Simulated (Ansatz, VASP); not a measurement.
# SnO in VASP and in Ansatz

The input INCAR:

```
PREC = Accurate
ENCUT = 520
EDIFF = 1E-7
ISMEAR = 0
SIGMA = 0.05
LREAL = F
LASPH = T
NELM = 80
ALGO = Normal
ISIF = 2
LWAVE = F
LCHARG = T
LDIPOL = T
IDIPOL = 3
DIPOL = 0.5 0.5 0.404
GGA = PE
IVDW = 12
LELF = T
LVHAR = T
LVACPOTAV = T
NBANDS = 50
```

KPOINTS

```
regular mesh
0
Gamma
  7 7 1
```

File POSCAR:

```
SnO
1.0
    3.8205591572     -0.0000144285      0.0000000000
    0.0000145032      3.8205591572      0.0000000000
    0.0000000000      0.0000000000     22.2281056610
Sn O
4 4
Direct
    0.7499972356      0.2500027644      0.2024464014
    0.2499972356      0.7500027644      0.3088006209
    0.4999972356      1.1250027644      0.5000000000
    0.9999972356      0.6250027644      0.6063542196
    0.2499972356      0.2500027644      0.2556235111
    0.7499972356      0.7500027644      0.2556235111
    0.9999972356      1.1250027644      0.5531771098
    0.4999972356      0.6250027644      0.5531771098
```

Input for Ansatz:

```yaml
crystal:
  lattice:
    - [3.8205591572, -1.44285e-05, 0.0]
    - [1.45032e-05, 3.8205591572, 0.0]
    - [0.0, 0.0, 22.228105661]
  atoms:
    - { symbol: Sn, position: [0.7499972356, 0.2500027644, 0.2024464014] }
    - { symbol: O, position: [0.2499972356, 0.2500027644, 0.2556235111] }
    - { symbol: O, position: [0.7499972356, 0.7500027644, 0.2556235111] }
    - { symbol: Sn, position: [0.2499972356, 0.7500027644, 0.3088006209] }
    - { symbol: Sn, position: [0.4999972356, 1.1250027644, 0.5] }
    - { symbol: O, position: [0.9999972356, 1.1250027644, 0.5531771098] }
    - { symbol: O, position: [0.4999972356, 0.6250027644, 0.5531771098] }
    - { symbol: Sn, position: [0.9999972356, 0.6250027644, 0.6063542196] }
basis:
  ecutwfc: 420
kpoints:
  mp_grid: { grid: [7, 7, 1] }
hamiltonian:
  xc: pbe
  dispersion: d3bj
scf:
  occupations: { method: gaussian, width: 0.05 }
output:
  forces: true
  eigenvalues: true
efield:
  axis: 3
  dipole_correction: true
  ramp_width: 0.04
```

Alike in both runs: task single point; functional PBE; dispersion D3(BJ); k mesh 7 × 7 × 1; occupations gaussian, width 0.05 eV; no spin polarisation.

```csv
,VASP,Ansatz
version,VASP 6.6.1,Ansatz 0.2.0
potentials or method,"VASP PAW PBE potentials, release 64 (Sn_d, O), cutoff 520 eV","scalar-relativistic, plane waves, PAW"
valence electrons in the cell,80,80
```

```csv
,VASP,Ansatz,Ansatz less VASP
gap on the k mesh at the Fermi level (eV),2.56,2.60,+0.041
least direct gap on the mesh (eV),2.59,2.63,+0.040
rms of the force components (eV/Å),0.047,0.019,-0.0275
```
